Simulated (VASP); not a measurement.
## GaAs: single point with PBEsol

GaAs:

```xyz
4
Lattice="4.2498 0.0000 0.0000 -2.1249 3.6804 0.0000 0.0000 0.0000 5.7732" Properties=species:S:1:pos:R:3 pbc="T T T"
Ga    0.0000    2.4536    1.4433
Ga    2.1249    1.2268    4.3299
As    2.1249    1.2268    1.4433
As    0.0000    2.4536    4.3299
```

| Item | Value |
| --- | --- |
| Program | VASP 6.6.1 |
| Task | single point |
| Functional | PBEsol |
| Potentials or basis | VASP PAW PBE potentials, release 64 (Ga_d, As) |
| Cutoff | 520 eV |
| k mesh | 6 × 6 × 4 |
| Occupations | fermi-dirac, width 0.5 eV |
| Spin | no spin polarisation |
| Dipole correction | no |
| Further INCAR settings | ALGO = Normal; EDIFF = 1e-06; NBANDS = 26 |

The pressure is 0.7 GPa and the band gap on the k mesh is zero (band 18 reaches 4.05 eV, above the bottom of band 19 at 3.05 eV).

Stress tensor (GPa, compression positive):
```
 2.28  0.00  0.00
 0.00  2.28  0.00
 0.00  0.00 -2.36
```

Levels at points of the mesh, in eV from the Fermi level:
```csv
k point,band 16,band 17,band 18,band 19,band 20,band 21
"(0.00, 0.00, 0.00)",-2.40,-0.70,-0.70,-0.09,0.74,2.70
"(0.50, 0.00, 0.00)",-3.68,-2.04,-1.70,-0.58,2.18,4.96
"(0.00, 0.00, 0.50)",-1.65,-1.65,-1.65,-0.37,-0.37,3.39
"(0.50, 0.00, 0.50)",-2.86,-0.77,-0.77,1.10,1.10,2.47
```

Run time: 42 s on 1 thread of Intel Xeon 6975P-C, with other jobs on the host, peak memory 0.23 GiB.

Caveat: the PAW data sets were made with another functional, which shifts forces and pressure a little.
